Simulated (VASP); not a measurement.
The system is Ge.

```
Ge
1.0
     0.00000    2.83687    2.83687
     2.83687    0.00000    2.83687
     2.83687    2.83687    0.00000
Ge
2
Direct
  0.00000 0.00000 0.00000
  0.25000 0.25000 0.25000
```

Base run:

```yaml
Program: VASP 6.6.1
Functional: PBE
Potentials_or_basis: VASP PAW PBE potentials, release 64 (Ge_d)
Cutoff: 500 eV
k_mesh: 6 × 6 × 6
Occupations: methfessel-paxton, width 0.001 eV
Spin: no spin polarisation
```

Its results: band gap on the k mesh zero (filled and empty bands touch); pressure 3.0 GPa.

Problem. The run is repeated on the same cell with these changes: k mesh from 6 × 6 × 6 to 4 × 4 × 4; occupations from methfessel-paxton, width 0.001 eV to fermi-dirac, width 0.02 eV. What comes out?

Solution. Band gap on the k mesh zero (filled and empty bands touch); pressure 3.8 GPa.

Caveats: some runs use coarse meshes.
